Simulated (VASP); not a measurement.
**Ru: single point with LDA**

Crystal: Ru.

```
Ru
1.0
     2.67753    0.00000    0.00000
    -1.33877    2.31881    0.00000
     0.00000    0.00000    4.21813
Ru
2
Direct
  0.33333 0.66667 0.25000
  0.66667 0.33333 0.75000
```

| Item | Value |
| --- | --- |
| Program | VASP 6.6.1 |
| Task | single point |
| Functional | LDA |
| Potentials or basis | VASP PAW LDA potentials, release 64 (Ru_pv) |
| Cutoff | 520 eV |
| k mesh | 13 × 13 × 8 |
| Occupations | methfessel-paxton, width 0.2 eV |
| Spin | no spin polarisation |
| Dipole correction | no |
| Further INCAR settings | ALGO = Normal; EDIFF = 1e-07; NBANDS = 21 |

```
Pressure               : 0.8 GPa
Band gap on the k mesh : zero (bands 14 and 15 overlap by 3.28 eV)
```

Stress tensor (GPa, compression positive):
```
0.94 0.00 0.00
0.00 0.94 0.00
0.00 0.00 0.38
```

Levels at points of the mesh, in eV from the Fermi level:
```
           k point  band 12  band 13  band 14  band 15  band 16  band 17
(0.00, 0.00, 0.00)    -2.09    -2.09    -1.56    -1.56     1.21     1.21
(0.00, 0.00, 0.50)    -3.01    -2.87    -2.87     0.54     0.54     0.54
```

It took 25 s on 1 thread of Intel(R) Xeon(R) Platinum 8488C (Sapphire Rapids) (shared host), peak memory 0.15 GiB.
